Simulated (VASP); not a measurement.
# Os3RuC3 (Pm-3m) in VASP: notebook, part 2 of 2

VASP 6.6.1. The steps go on from the part before.

## Step 3: Relaxation of cell and atoms, PBE

This run uses another cell than the first one, of 12.01 Å³/atom.

INCAR

```
SYSTEM = Os3RuC3
PREC = Accurate
ENCUT = 600
EDIFF = 1E-6
ISMEAR = 0
SIGMA = 0.1
LREAL = .False.
LASPH = .True.
NELM = 60
ALGO = Normal
ISIF = 3
LWAVE = .False.
LCHARG = .False.
GGA = PE
IBRION = 2
NSW = 90
EDIFFG = -0.04
```

KPOINTS

```
Automatic mesh
0
Gamma
  4 4 4
  0 0 0
```

POSCAR

```
Os3RuC3
1.0
    4.3808771400      0.0000000000      0.0000000000
    0.0000000000      4.3808771400      0.0000000000
    0.0000000000      0.0000000000      4.3808771400
Ru Os C
1 3 3
Direct
    0.5000000000      0.5000000000      0.5000000000
    0.0000000000      0.5000000000      0.0000000000
    0.0000000000      0.0000000000      0.5000000000
    0.5000000000      0.0000000000      0.0000000000
    0.5000000000      0.0000000000      0.5000000000
    0.5000000000      0.5000000000      0.0000000000
    0.0000000000      0.5000000000      0.5000000000
```

Potentials or basis: VASP PAW PBE potentials, release 64 (Ru_pv, Os, C).

On the command line:

```sh
> cat potpaw_PBE.64/Ru_pv/POTCAR potpaw_PBE.64/Os/POTCAR potpaw_PBE.64/C/POTCAR > POTCAR
> mpirun -np 1 vasp_std > vasp.out
```

OUTCAR:

```text
SYSTEM = Os3RuC3
   PREC = Accurate
   ENCUT = 600
   EDIFF = 1E-6
   ISMEAR = 0
   LREAL = .False.
   LASPH = .True.
   NELM = 60
   ISIF = 3
   GGA = PE
   IBRION = 2
   NSW = 90
   EDIFFG = -0.04

 ion  position               nearest neighbor table
   1  0.500  0.500  0.500-   5 2.19   6 2.19   7 2.19   6 2.19   5 2.19   7 2.19   2 3.10   4 3.10
                             2 3.10   3 3.10   4 3.10   3 3.10   4 3.10   2 3.10   3 3.10   4 3.10
   2  0.000  0.500  0.000-   6 2.19   7 2.19   7 2.19   6 2.19   3 3.10   1 3.10   3 3.10   4 3.10
                             3 3.10   4 3.10   3 3.10   1 3.10   4 3.10   1 3.10   1 3.10   4 3.10
   3  0.000  0.000  0.500-   5 2.19   7 2.19   7 2.19   5 2.19   2 3.10   2 3.10   4 3.10   1 3.10
                             2 3.10   4 3.10   2 3.10   1 3.10   4 3.10   1 3.10   4 3.10   1 3.10
   4  0.500  0.000  0.000-   5 2.19   6 2.19   5 2.19   6 2.19   2 3.10   1 3.10   3 3.10   3 3.10
                             1 3.10   2 3.10   1 3.10   1 3.10   2 3.10   3 3.10   3 3.10   2 3.10
   5  0.500  0.000  0.500-   1 2.19   3 2.19   4 2.19   4 2.19   1 2.19   3 2.19
   6  0.500  0.500  0.000-   1 2.19   2 2.19   4 2.19   1 2.19   4 2.19   2 2.19
   7  0.000  0.500  0.500-   1 2.19   2 2.19   3 2.19   2 2.19   3 2.19   1 2.19

  LATTYP: Found a simple cubic cell.
 ALAT       =     4.3808771400

  Lattice vectors:

 A1 = (   4.3808771400,   0.0000000000,   0.0000000000)
 A2 = (   0.0000000000,   4.3808771400,   0.0000000000)
 A3 = (   0.0000000000,   0.0000000000,   4.3808771400)

Analysis of symmetry for initial positions (statically):
=====================================================================
 Subroutine PRICEL returns:
 Original cell was already a primitive cell.

 Routine SETGRP: Setting up the symmetry group for a
 simple cubic supercell.

 Subroutine GETGRP returns: Found 48 space group operations
 (whereof 48 operations were pure point group operations)
 out of a pool of 48 trial point group operations.

The static configuration has the point symmetry O_h .

Analysis of symmetry for dynamics (positions and initial velocities):
=====================================================================
 Subroutine PRICEL returns:
 Original cell was already a primitive cell.

 Routine SETGRP: Setting up the symmetry group for a
 simple cubic supercell.

 Subroutine GETGRP returns: Found 48 space group operations
 (whereof 48 operations were pure point group operations)
 out of a pool of 48 trial point group operations.

The dynamic configuration has the point symmetry O_h .

 Subroutine INISYM returns: Found 48 space group operations
 (whereof 48 operations are pure point group operations),
 and found     1 'primitive' translations

----------------------------------------------------------------------------------------

                                     Primitive cell

  volume of cell :      84.0782

  direct lattice vectors                    reciprocal lattice vectors
     4.380877140  0.000000000  0.000000000     0.228264790  0.000000000  0.000000000
     0.000000000  4.380877140  0.000000000     0.000000000  0.228264790  0.000000000
     0.000000000  0.000000000  4.380877140     0.000000000  0.000000000  0.228264790

  length of vectors
     4.380877140  4.380877140  4.380877140     0.228264790  0.228264790  0.228264790

  position of ions in fractional coordinates (direct lattice)
     0.500000000  0.500000000  0.500000000
     0.000000000  0.500000000  0.000000000
     0.000000000  0.000000000  0.500000000
     0.500000000  0.000000000  0.000000000
     0.500000000  0.000000000  0.500000000
     0.500000000  0.500000000  0.000000000
[... 51 lines left out ...]
   number of dos      NEDOS =    301   number of ions     NIONS =      7
   total plane-waves  NPLWV =  46656
   dimension x,y,z NGX =    36 NGY =   36 NGZ =   36
   dimension x,y,z NGXF=    72 NGYF=   72 NGZF=   72
   ions per type =               1   3   3
   NGX,Y,Z   is equivalent  to a cutoff of  13.66, 13.66, 13.66 a.u.
   NGXF,Y,Z  is equivalent  to a cutoff of  27.32, 27.32, 27.32 a.u.
 SYSTEM =  Os3RuC3
   PREC   = accura    normal or accurate (medium, high low for compatibility)
   ISTART =      0    job   : 0-new  1-cont  2-samecut
   ICHARG =      2    charge: 1-file 2-atom 10-const
   ISPIN  =      1    spin polarized calculation?
   LNONCOLLINEAR =      F non collinear calculations
   LSORBIT =      F    spin-orbit coupling
   LASPH  =      T    aspherical Exc in radial PAW
   ENCUT  =  600.0 eV  44.10 Ry    6.64 a.u.   8.75  8.75  8.75*2*pi/ulx,y,z
   NELM   =     60;   NELMIN=  2; NELMDL= -5     # of ELM steps
   EDIFF  = 0.1E-05   stopping-criterion for ELM
   LREAL  =      F    real-space projection
   EDIFFG = -.4E-01   stopping-criterion for IOM
   NSW    =     90    number of steps for IOM
   IBRION =      2    ionic relax: 0-MD 1-quasi-New 2-CG
   NFREE  =      1    steps in history (QN), initial steepest desc. (CG)
   ISIF   =      3    stress and relaxation
   ISYM   =      2    0-nonsym 1-usesym 2-fastsym
   POTIM  = 0.5000    time-step for ionic-motion
   TEBEG  =    0.0;   TEEND  =   0.0 temperature during run
   PSTRESS=    0.0 pullay stress
   NELECT =      50.0000    total number of electrons
   NUPDOWN=      -1.0000    fix difference up-down
   EMIN   =  10.00;   EMAX   =-10.00  energy-range for DOS
   EFERMI =   0.00;   METHOD = LEGACY
   ISMEAR =     0;   SIGMA  =   0.10  broadening in eV -4-tet -1-fermi 0-gaus
   EFERMI_NEDOS =   21; number of points for ismear=-14 and -15
   IALGO  =     38    algorithm
   IMIX   =      4    mixing-type and parameters
     AMIX     =   0.40;   BMIX     =  1.00
     AMIX_MAG =   1.60;   BMIX_MAG =  1.00
  volume/ion in A,a.u.               =      12.01        81.06
  Fermi-wavevector in a.u.,A,eV,Ry     =   1.376693  2.601572 25.786898  1.895284
  Thomas-Fermi vector in A             =   2.501914
   LORBIT       =      0    0 simple, 1 ext, 2 COOP (PROOUT), +10 PAW based schemes
   GGA     = PE    functional components
   LHFCALC =     F    Hartree Fock is set to
   AEXX    =    0.0000 exact exchange contribution
   IVDW    =     0    specifies the selected vdW correction
   LEPSILON=     F    determine dielectric tensor
   LRPA    =     F    only Hartree local field effects (RPA)
 conjugate gradient relaxation of ions
 non-spin polarized calculation
 Gauss-broadening in eV      SIGMA  =   0.10
  energy-cutoff  :      600.00
  volume of cell :       84.08
 maximum number of plane-waves:      2832
 NGX is ok and might be reduce to    36
   NGX = 17   NGY = 17   NGZ = 17

--------------------------------------- Ionic step        1  -------------------------------------------

 number of electron      50.0000000 magnetization

 Free energy of the ion-electron system (eV)
  ---------------------------------------------------
  ext. energy  EPLUGINS =         0.00000000
  ---------------------------------------------------
  free energy    TOTEN  =       -62.69361378 eV

  energy without entropy =      -62.62890147  energy(sigma->0) =      -62.66125763

------------------------ aborting loop because EDIFF is reached ----------------------------------------

  FORCE on cell =-STRESS in cart. coord.  units (eV):
  Direction    XX          YY          ZZ          XY          YZ          ZX
  --------------------------------------------------------------------------------------
  -------------------------------------------------------------------------------------
  Total      -13.0808800    -13.0808800    -13.0808800      0.0000000     -0.0000000     -0.0000000
  in kB     -249.2667340   -249.2667340   -249.2667340      0.0000000     -0.0000000     -0.0000000
  external PRESSURE =    -249.2667340 kB  Pullay stress =       0.0000000 kB
[... 28 lines left out ...]
--------------------------------------- Ionic step        2  -------------------------------------------

 number of electron      49.9999996 magnetization

 E-fermi :  12.9886     XC(G=0): -14.6718

 val. band max:       12.9735122677   @ k =   0.5000   0.2500   0.2500
 cond. band min:      13.0223352778   @ k =   0.2500   0.2500   0.2500
 fundamental gap:      0.0488230101
 Fermi energy:        12.9885994834

 k-point     1 :       0.0000    0.0000    0.0000
  band No.  band energies     occupation
      1     -30.9363      2.00000
      2     -30.9363      2.00000
      3     -30.9363      2.00000
      4      -4.3769      2.00000
      5      -2.6153      2.00000
      6      -2.6153      2.00000
[... 400 lines left out ...]
--------------------------------------- Ionic step        4  -------------------------------------------

 number of electron      49.9999999 magnetization

 Free energy of the ion-electron system (eV)
  ---------------------------------------------------
  ext. energy  EPLUGINS =         0.00000000
  ---------------------------------------------------
  free energy    TOTEN  =       -63.29408687 eV

  energy without entropy =      -63.23200519  energy(sigma->0) =      -63.26304603

 E-fermi :   9.6695     XC(G=0): -13.5404

 val. band max:        9.6557443461   @ k =   0.5000   0.2500   0.2500
 cond. band min:       9.6770205423   @ k =   0.2500   0.2500   0.2500
 fundamental gap:      0.0212761962
 Fermi energy:         9.6694633301

 k-point     1 :       0.0000    0.0000    0.0000
  band No.  band energies     occupation
      1     -33.5939      2.00000
      2     -33.5939      2.00000
      3     -33.5939      2.00000
      4      -5.5349      2.00000
      5      -3.7541      2.00000
      6      -3.7541      2.00000
[... 353 lines left out ...]
  FREE ENERGIE OF THE ION-ELECTRON SYSTEM (eV)
  ---------------------------------------------------
  free  energy   TOTEN  =       -63.2940868722 eV

  energy  without entropy=      -63.2320051923  energy(sigma->0) =      -63.26304603

 reached required accuracy - stopping structural energy minimisation
```

It took 4.3 min on 1 thread of Intel Xeon 8259CL, shared host; peak memory 0.24 GiB.

What came out:

```
Free energy                           : -63.2941 eV
Relaxed volume                        : 11.01 Å³/atom
Relaxed cell                          : a = 4.256 Å, b = 4.256 Å, c = 4.256 Å, α = 90.00°, β = 90.00°, γ = 90.00°
Space group after relaxing (to 0.1 Å) : Pm-3m (No. 221)
Energy gained by relaxing             : 85.8 meV/atom
Ionic steps                           : 4
Pressure after relaxing               : -0.5 GPa
Band gap on the k mesh                : zero (bands 25 and 26 overlap by 0.44 eV)
```

The path:
```tsv
step	energy change (eV)	largest force (eV/Å)	pressure (GPa)	volume (Å³)
1	0.0000	0.0000	-24.93	84.08
2	3.1974	0.0000	106.93	63.33
3	-0.5976	0.0000	-2.08	77.45
4	-0.6005	0.0000	-0.52	77.10
```

Final structure:
```
Ru Os C
1.0
     4.25623    0.00000    0.00000
     0.00000    4.25623    0.00000
     0.00000    0.00000    4.25623
Ru Os C
1 3 3
Direct
  0.50000 0.50000 0.50000
  0.00000 0.50000 0.00000
  0.00000 0.00000 0.50000
  0.50000 0.00000 0.00000
  0.50000 0.00000 0.50000
  0.50000 0.50000 0.00000
  0.00000 0.50000 0.50000
```

Caveat: spin-orbit coupling is left out, which moves the levels of the heavy elements.
